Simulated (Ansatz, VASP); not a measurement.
**One calculation of CdSe, two programs**

INCAR

```
SYSTEM = CdSe
ALGO = Normal
EDIFF = 1E-6
ENCUT = 520
GGA = RE
ISIF = 2
ISMEAR = -5
IVDW = 12
LASPH = .TRUE.
LCHARG = .TRUE.
LELF = .TRUE.
LREAL = .FALSE.
LVHAR = .TRUE.
LWAVE = .FALSE.
NBANDS = 16
NELM = 100
PREC = Accurate
SIGMA = 0.05
```

The input KPOINTS:

```
k-points
0
G
  8 8 8
  0 0 0
```

File POSCAR:

```
CdSe
1.0
    0.0000000000      2.9486394311      2.9486394311
    2.9486394311      0.0000000000      2.9486394311
    2.9486394311      2.9486394311      0.0000000000
Cd Se
1 1
Direct
    0.0000000000      0.0000000000      0.0000000000
    0.5000000000      0.5000000000      0.5000000000
```

Contents of input.yaml:

```yaml
crystal:
  lattice:
    - [0.0, 2.9486394311, 2.9486394311]
    - [2.9486394311, 0.0, 2.9486394311]
    - [2.9486394311, 2.9486394311, 0.0]
  atoms:
    - { symbol: Cd, position: [0.0, 0.0, 0.0] }
    - { symbol: Se, position: [0.5, 0.5, 0.5] }
kpoints:
  mp_grid: { grid: [8, 8, 8] }
scf:
  occupations: { method: tetrahedron }
hamiltonian:
  xc: revpbe
  dispersion: d3bj
  pseudopotentials: { kind: all_electron, lapw: { basis_error: 0.001 } }
output:
  forces: true
  stress: true
  eigenvalues: true
```

Change from the starting cell: volume scaled by 1.08.

Alike in both runs: task single point; functional revPBE; dispersion D3(BJ); k mesh 8 × 8 × 8; occupations tetrahedron; no spin polarisation.

```csv
,VASP,Ansatz
version,VASP 6.6.1,Ansatz 0.2.0
potentials or method,"VASP PAW PBE potentials, release 64 (Cd, Se), cutoff 520 eV","all-electron LAPW, scalar-relativistic"
```

VASP gave:

| Property | Result |
| --- | --- |
| gap on the k mesh at the Fermi level (eV) | none |
| pressure (GPa) | -6.9 |

Problem. Which values does Ansatz return?

Solution. gap on the k mesh at the Fermi level (eV): none; pressure (GPa): -7.2.

VASP's potentials were made for PBE, not for revPBE. A gap of «none» marks a metal or a gap that the smearing closes. Ansatz ran all-electron here, and VASP with PAW potentials.
